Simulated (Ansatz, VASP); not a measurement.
## Ba2Tl5V3O12: VASP beside Ansatz

```
CELL_PARAMETERS angstrom
4.23698 2.44622 6.12840
-4.23698 2.44622 6.12840
0.00000 -4.89244 6.12840
ATOMIC_POSITIONS crystal
Ba 0.50000 0.50000 0.50000
Ba 0.00000 0.00000 0.00000
V 0.50000 0.50000 0.00000
V 0.00000 0.50000 0.50000
V 0.50000 0.00000 0.50000
Tl 0.00000 0.00000 0.50000
Tl 0.50000 0.00000 0.00000
Tl 0.00000 0.50000 0.00000
Tl 0.74045 0.74045 0.74045
Tl 0.25955 0.25955 0.25955
O 0.71652 0.08089 0.41242
O 0.41242 0.71652 0.08089
O 0.08089 0.41242 0.71652
O 0.58757 0.91911 0.28348
O 0.91911 0.28348 0.58757
O 0.28348 0.58757 0.91911
O 0.28348 0.91911 0.58757
O 0.58757 0.28348 0.91911
O 0.91911 0.58757 0.28348
O 0.41242 0.08089 0.71652
O 0.08089 0.71652 0.41242
O 0.71652 0.41242 0.08089
```

Alike in both runs: functional PBE; k mesh 4 × 4 × 4; occupations fermi-dirac, width 0.05 eV; collinear spin; Hubbard terms V d U = 6.0 eV.

|  | VASP | Ansatz |
| --- | --- | --- |
| version | VASP 6.6.1 | Ansatz 0.2.0 |
| potentials or method | VASP PAW PBE potentials, release 64 (Ba_sv, V_sv, Tl_d, O) | Ansatz PAW |
| plane-wave cutoff (eV) | 600 | 420 |
| valence electrons in the cell | 196 | 196 |
| task | single point | projected density of states |

```csv
,VASP,Ansatz,Ansatz less VASP
gap on the k mesh at the Fermi level (eV),none,none,-
pressure (GPa),3.1,2.1,-1.03
"traceless stress, the component that is largest in VASP (GPa)",1.06,0.63,-0.424
rms of the force components (eV/Å),0.430,0.311,-0.1187
net moment per atom (μB),0.07,0.07,+0.006
size of the moment on the site where the two differ most (μB),0.79,0.68,-0.112
```

Site moments also hang on the region over which each program counts them. The programs project onto different local orbitals, so the same U acts differently, and such runs can settle in different states. Atom by atom the forces differ by 0.128 eV/Å (rms over components). A gap of «none» marks a metal or a gap that the smearing closes.

Spin-orbit coupling is off throughout. Noted on Ansatz's run: the magnetic or orbital state may not be the lowest.
